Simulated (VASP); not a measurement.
A run of VASP 6.6.1 is set up as follows.

Contents of INCAR:

```
SYSTEM = AuSF4
PREC = Accurate ; ENCUT = 520
EDIFF = 1E-6 ; ISMEAR = 0
SIGMA = 0.1 ; LREAL = .FALSE.
LASPH = .TRUE. ; NELM = 60
ALGO = Normal ; ISIF = 2
LWAVE = .FALSE. ; LCHARG = .FALSE.
GGA = PE ; NBANDS = 32
```

File KPOINTS:

```
regular mesh
0
G
  4 4 4
  0 0 0
```

POSCAR

```
AuSF4
1.0
    0.0000000000      3.6000442500      3.6000442500
    3.6000442500      0.0000000000      3.6000442500
    3.6000442500      3.6000442500      0.0000000000
S Au F
1 1 4
Direct
    0.0000000000      0.0000000000      0.0000000000
    0.7500000000      0.7500000000      0.7500000000
    0.8757290200      0.3747569900      0.3747569900
    0.3747569900      0.3747569900      0.3747569900
    0.3747569900      0.8757290200      0.3747569900
    0.3747569900      0.3747569900      0.8757290200
```

Potentials or basis: VASP PAW PBE potentials, release 64 (S, Au, F).

Run with:

```console
$ cat potpaw_PBE.64/S/POTCAR potpaw_PBE.64/Au/POTCAR potpaw_PBE.64/F/POTCAR > POTCAR
$ mpirun -np 1 vasp_std > vasp.out
```

Q: Predict the largest force.

A: 0.109 eV/Å.

Q: Predict the pressure.

A: -11.7 GPa.

Forces in eV/Å, atoms in the order of the input:
```
S    0.000  0.000  0.000
Au   0.000  0.000  0.000
F    0.063 -0.063 -0.063
F    0.063  0.063  0.063
F   -0.063  0.063 -0.063
F   -0.063 -0.063  0.063
```

Caveat: the k points lie up to 0.38 Å⁻¹ apart; an odd number of electrons without spin polarisation forces a metal; a magnetic or distorted state may lie lower.
